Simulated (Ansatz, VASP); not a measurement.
**Two plane-wave programs on InP**

The input INCAR:

```
SYSTEM = InP
ALGO = Normal
EDIFF = 1E-6
ENCUT = 520
GGA = CA
ISIF = 2
ISMEAR = 0
LASPH = .True.
LCHARG = .True.
LELF = .True.
LREAL = .False.
LVHAR = .True.
LWAVE = .False.
NBANDS = 16
NELM = 100
PREC = Accurate
SIGMA = 0.05
```

Contents of KPOINTS:

```
k-points
0
Gamma
  12 12 12
  0 0 0
```

Contents of POSCAR:

```
InP
1.0
    0.0000000000      2.8873407769      2.8873407769
    2.8873407769      0.0000000000      2.8873407769
    2.8873407769      2.8873407769      0.0000000000
In P
1 1
Direct
    0.0000000000      0.0000000000      0.0000000000
    0.7500000000      0.7500000000      0.7500000000
```

Input for Ansatz:

```yaml
crystal:
  lattice:
    - [0.0, 2.8873407769, 2.8873407769]
    - [2.8873407769, 0.0, 2.8873407769]
    - [2.8873407769, 2.8873407769, 0.0]
  atoms:
    - { symbol: In, position: [0.0, 0.0, 0.0] }
    - { symbol: P, position: [0.75, 0.75, 0.75] }
basis:
  ecutwfc: 420
kpoints:
  mp_grid: { grid: [12, 12, 12] }
hamiltonian:
  xc: lda
  pseudopotentials: { kind: paw, azcp: { folder: soft_1 } }
scf:
  occupations: { method: gaussian, width: 0.05 }
output:
  forces: true
  stress: true
  eigenvalues: true
  write_density: true
  write_potential: true
  elf: true
  volumetric_format: npy
```

Alike in both runs: task single point; functional LDA; k mesh 12 × 12 × 12; occupations gaussian, width 0.05 eV; no spin polarisation.

```csv
,VASP,Ansatz
version,VASP 6.6.1,Ansatz 0.2.0
potentials or method,"VASP PAW LDA potentials, release 64 (In_d, P), cutoff 520 eV","scalar-relativistic, plane waves, PAW"
valence electrons in the cell,18,18
```

VASP gave:

* gap on the k mesh at the Fermi level (eV): 0.75
* least direct gap on the mesh (eV): 0.75
* pressure (GPa): 2.1

**Question.** Which values does Ansatz return?

**Answer.** gap on the k mesh at the Fermi level (eV): 0.72; least direct gap on the mesh (eV): 0.72; pressure (GPa): 2.0.

Ansatz warns that its potentials were made for another functional, while VASP's fit it. LDA's correlation is that of Perdew and Zunger in VASP and of Perdew and Wang (1992) in Ansatz.
